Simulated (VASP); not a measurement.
# Tl3ICl2 (C2/m) in VASP: single point with PBE

Aim: the single point of Tl3ICl2 with PBE.

Program: VASP 6.6.1. These are calculated values, not measurements. Logs are shortened: lines on timing, memory, paths and dates and some standing lists are left out, and cuts for length are marked.

### Step 1. The cell of the first run

Symmetry: C2/m, No. 12, monoclinic system. Conventional cell: a = 7.905 Å, b = 10.329 Å, c = 6.555 Å, α = 90.00°, β = 115.21°, γ = 90.00°. Tl (site symmetry 2/m) has 4 Cl at 3.25 Å and 2 I at 3.28 Å and 4 Tl at 4.36 Å within 4.4 Å. Tl (site symmetry 2) has 4 Cl at 3.09 to 4.54 Å and 3 I at 3.25 to 4.39 Å and 7 Tl at 3.83 to 4.62 Å within 4.7 Å. Within 4.4 Å of I (site symmetry 2/m) lie 8 Tl at 3.25 to 4.39 Å and 4 Cl at 3.97 Å. Cl (site symmetry -1) has 4 Tl at 3.09 to 3.25 Å and 2 Cl at 3.95 Å and 2 I at 3.97 Å within 4.1 Å.

The cell was generated, and may not be a known phase.

### Step 2. Single point, PBE

The input, INCAR:

```
SYSTEM = Tl3ICl2
ALGO = Normal
EDIFF = 1E-6
ENCUT = 500
GGA = PE
GGA_COMPAT = .False.
ISIF = 2
ISMEAR = 0
LASPH = .True.
LCHARG = .False.
LREAL = .False.
LWAVE = .False.
NBANDS = 39
NELM = 120
PREC = Accurate
SIGMA = 0.15
```

The input, KPOINTS:

```
k-points
0
Gamma
  2 2 3
  0 0 0
```

The input, POSCAR:

```
Tl3ICl2
1.0
    5.9217497785     -5.1644134012     -1.2028255028
    5.9217497785      5.1644134012     -1.2028255028
   -4.4060322558      0.0000000000      4.8529230153
Tl I Cl
3 1 2
Direct
    0.5000000000      0.5000000000      0.5000000000
    0.8147793807      0.1852206193      0.0000000000
    0.1852206193      0.8147793807      0.0000000000
    0.5000000000      0.5000000000      0.0000000000
    0.0000000000      0.5000000000      0.0000000000
    0.5000000000      0.0000000000      0.0000000000
```

Potentials or basis: VASP PAW PBE potentials, release 64 (Tl_d, I, Cl).

On the command line:

```sh
$ cat potpaw_PBE.64/Tl_d/POTCAR potpaw_PBE.64/I/POTCAR potpaw_PBE.64/Cl/POTCAR > POTCAR
$ mpirun -np 1 vasp_std > vasp.out
```

OUTCAR:

```text
SYSTEM = Tl3ICl2
   EDIFF = 1E-6
   ENCUT = 500
   GGA = PE
   ISIF = 2
   ISMEAR = 0
   LASPH = .True.
   LREAL = .False.
   NELM = 120
   PREC = Accurate

 ion  position               nearest neighbor table
   1  0.500  0.500  0.500-   5 3.25   6 3.25   6 3.25   5 3.25   4 3.28   4 3.28
   2  0.815  0.185  0.000-   5 3.09   6 3.09   4 3.25   3 3.83
   3  0.185  0.815  0.000-   5 3.09   6 3.09   4 3.25   2 3.83
   4  0.500  0.500  0.000-   2 3.25   3 3.25   1 3.28   1 3.28
   5  0.000  0.500  0.000-   2 3.09   3 3.09   1 3.25   1 3.25
   6  0.500  0.000  0.000-   2 3.09   3 3.09   1 3.25   1 3.25

  Warning from LATTYP: Got some problem with cell dimensions!
  Tried to take original basis but could not verify dimensions!
  LATTYP: Found a base centered monoclinic cell.
 ALAT       =     7.9045838497
 B/A-ratio  =     1.3066882455
 C/A-ratio  =     0.8292266524
 COS(beta)  =    -0.4259753968

  Lattice vectors:

 A1 = (  -1.5157175227,   5.1644134012,  -3.6500975125)
 A2 = (  -1.5157175227,  -5.1644134012,  -3.6500975125)
 A3 = (  -4.4060322558,   0.0000000000,   4.8529230153)

Analysis of symmetry for initial positions (statically):
=====================================================================
 Subroutine PRICEL returns:
 Original cell was already a primitive cell.

 Routine SETGRP: Setting up the symmetry group for a
 base centered monoclinic supercell.

 Subroutine GETGRP returns: Found  4 space group operations
 (whereof  4 operations were pure point group operations)
 out of a pool of  4 trial point group operations.

The static configuration has the point symmetry C_2h.

Analysis of symmetry for dynamics (positions and initial velocities):
=====================================================================
 Subroutine PRICEL returns:
 Original cell was already a primitive cell.

 Routine SETGRP: Setting up the symmetry group for a
 base centered monoclinic supercell.

 Subroutine GETGRP returns: Found  4 space group operations
 (whereof  4 operations were pure point group operations)
 out of a pool of  4 trial point group operations.

The dynamic configuration has the point symmetry C_2h.

 Subroutine INISYM returns: Found  4 space group operations
 (whereof  4 operations are pure point group operations),
 and found     1 'primitive' translations

----------------------------------------------------------------------------------------
[... 84 lines left out ...]
   EDIFFG = 0.1E-04   stopping-criterion for IOM
   NSW    =      0    number of steps for IOM
   IBRION =     -1    ionic relax: 0-MD 1-quasi-New 2-CG
   NFREE  =      0    steps in history (QN), initial steepest desc. (CG)
   ISIF   =      2    stress and relaxation
   ISYM   =      2    0-nonsym 1-usesym 2-fastsym
   POTIM  = 0.5000    time-step for ionic-motion
   TEBEG  =    0.0;   TEEND  =   0.0 temperature during run
   PSTRESS=    0.0 pullay stress
   NELECT =      60.0000    total number of electrons
   NUPDOWN=      -1.0000    fix difference up-down
   EMIN   =  10.00;   EMAX   =-10.00  energy-range for DOS
   EFERMI =   0.00;   METHOD = LEGACY
   ISMEAR =     0;   SIGMA  =   0.15  broadening in eV -4-tet -1-fermi 0-gaus
   EFERMI_NEDOS =   21; number of points for ismear=-14 and -15
   IALGO  =     38    algorithm
   IMIX   =      4    mixing-type and parameters
     AMIX     =   0.40;   BMIX     =  1.00
     AMIX_MAG =   1.60;   BMIX_MAG =  1.00
  volume/ion in A,a.u.               =      40.35       272.28
  Fermi-wavevector in a.u.,A,eV,Ry     =   1.028334  1.943269 14.387755  1.057470
  Thomas-Fermi vector in A             =   2.162325
   LORBIT       =      0    0 simple, 1 ext, 2 COOP (PROOUT), +10 PAW based schemes
   GGA     = PE    functional components
   LHFCALC =     F    Hartree Fock is set to
   AEXX    =    0.0000 exact exchange contribution
   IVDW    =     0    specifies the selected vdW correction
   LEPSILON=     F    determine dielectric tensor
   LRPA    =     F    only Hartree local field effects (RPA)
 non-spin polarized calculation
 Gauss-broadening in eV      SIGMA  =   0.15
  energy-cutoff  :      500.00
  volume of cell :      242.09
 maximum number of plane-waves:      6159
 NGX is ok and might be reduce to    60
   NGX = 29   NGY = 29   NGZ = 23

 number of electron      60.0000000 magnetization

 Free energy of the ion-electron system (eV)
  ---------------------------------------------------
  ext. energy  EPLUGINS =         0.00000000
  ---------------------------------------------------
  free energy    TOTEN  =       -16.21502139 eV

  energy without entropy =      -16.21502139  energy(sigma->0) =      -16.21502139

 E-fermi :   1.6650     XC(G=0):  -7.5996

 val. band max:        0.9522445851   @ k =  -0.0000  -0.0000   0.3333
 cond. band min:       2.6838337576   @ k =   0.0000   0.0000   0.0000
 fundamental gap:      1.7315891725
 Fermi energy:         1.6649566465

 k-point     1 :       0.0000    0.0000    0.0000
  band No.  band energies     occupation
      1     -12.1090      2.00000
      2     -11.9393      2.00000
      3     -10.5771      2.00000
      4      -9.4871      2.00000
      5      -9.4683      2.00000
      6      -9.4357      2.00000
[... 241 lines left out ...]
     38       7.2994      0.00000
     39       7.6551      0.00000

------------------------ aborting loop because EDIFF is reached ----------------------------------------

  FORCE on cell =-STRESS in cart. coord.  units (eV):
  Direction    XX          YY          ZZ          XY          YZ          ZX
  --------------------------------------------------------------------------------------
  -------------------------------------------------------------------------------------
  Total        0.4934160      0.7021989      0.4024923      0.0000000      0.0000000     -0.0815810
  in kB        3.2655043      4.6472620      2.6637573      0.0000000      0.0000000     -0.5399158
  external PRESSURE =       3.5255079 kB  Pullay stress =       0.0000000 kB

 VOLUME and BASIS-vectors are now :
 -----------------------------------------------------------------------------
  energy-cutoff  :      500.00
  volume of cell :      242.09
      direct lattice vectors                 reciprocal lattice vectors
     5.921749778 -5.164413401 -1.202825503     0.103526339 -0.096816417  0.093992917
     5.921749778  5.164413401 -1.202825503     0.103526339  0.096816417  0.093992917
    -4.406032256  0.000000000  4.852923015     0.051319224  0.000000000  0.252654772

 POSITION                                       TOTAL-FORCE (eV/Angst)
 -----------------------------------------------------------------------------------
      3.71873      0.00000      1.22364         0.000000      0.000000      0.000000
      5.92175     -3.25130     -1.20283        -0.000000      0.010153     -0.000000
      5.92175      3.25130     -1.20283        -0.000000     -0.010153      0.000000
      5.92175      0.00000     -1.20283         0.000000     -0.000000      0.000000
      2.96087      2.58221     -0.60141         0.000000      0.000000      0.000000
      2.96087     -2.58221     -0.60141         0.000000      0.000000      0.000000
 -----------------------------------------------------------------------------------
    total drift:                               -0.000000     -0.000000      0.000000

  FREE ENERGIE OF THE ION-ELECTRON SYSTEM (eV)
  ---------------------------------------------------
  free  energy   TOTEN  =       -16.2150213930 eV

  energy  without entropy=      -16.2150213930  energy(sigma->0) =      -16.21502139
```

stdout:

```text
POSCAR found type information on POSCAR TlI Cl
 POSCAR found :  3 types and       6 ions
 scaLAPACK will be used
 LDA part: xc-table for (Slater+PW92), standard interpolation
 POSCAR, INCAR and KPOINTS ok, starting setup
 FFT: planning ... GRIDC
 FFT: planning ... GRID_SOFT
 FFT: planning ... GRID
 WAVECAR not read
 entering main loop
```

Wall time 2.4 min (1 thread of Intel Xeon 8259CL, shared host); peak memory 0.44 GiB.

Results:

| Item | Value |
| --- | --- |
| Free energy | -16.2150 eV |
| Pressure | 0.4 GPa |
| Largest force | 0.010 eV/Å |
| Band gap on the k mesh | 1.73 eV (least direct gap 1.87 eV) |

Forces on the atoms (eV/Å):
```
Tl   0.000  0.000  0.000
Tl   0.000  0.010  0.000
Tl   0.000 -0.010  0.000
I    0.000  0.000  0.000
Cl   0.000  0.000  0.000
Cl   0.000  0.000  0.000
```

Caveat: the k points lie up to 0.53 Å⁻¹ apart; spin-orbit coupling is left out, which moves the levels of the heavy elements.
